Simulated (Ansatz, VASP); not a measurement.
P in VASP and in Ansatz

```
CELL_PARAMETERS angstrom
3.13600 0.00000 0.00000
-1.56800 2.71586 0.00000
0.00000 0.00000 28.00000
ATOMIC_POSITIONS crystal
P 0.33333 0.66667 0.51905
P 0.66667 0.33333 0.48095
```

Alike in both runs: task single point; functional PBE; dispersion D3(BJ); k mesh 9 × 9 × 1; occupations gaussian, width 0.02 eV; no spin polarisation.

|  | VASP | Ansatz |
| --- | --- | --- |
| version | VASP 6.6.1 | Ansatz 0.2.0 |
| potentials or method | VASP PAW PBE potentials, release 64 (P), cutoff 520 eV | scalar-relativistic, plane waves, PAW |
| valence electrons in the cell | 10 | 10 |

VASP gave:

| Quantity | Value |
| --- | --- |
| gap on the k mesh at the Fermi level (eV) | 1.13 |
| least direct gap on the mesh (eV) | 1.63 |
| rms of the force components (eV/Å) | 2.261 |

Q: Which values does Ansatz return?

A: gap on the k mesh at the Fermi level (eV): 1.06; least direct gap on the mesh (eV): 1.56; rms of the force components (eV/Å): 2.335.

Atom by atom the forces differ by 0.074 eV/Å (rms over components).
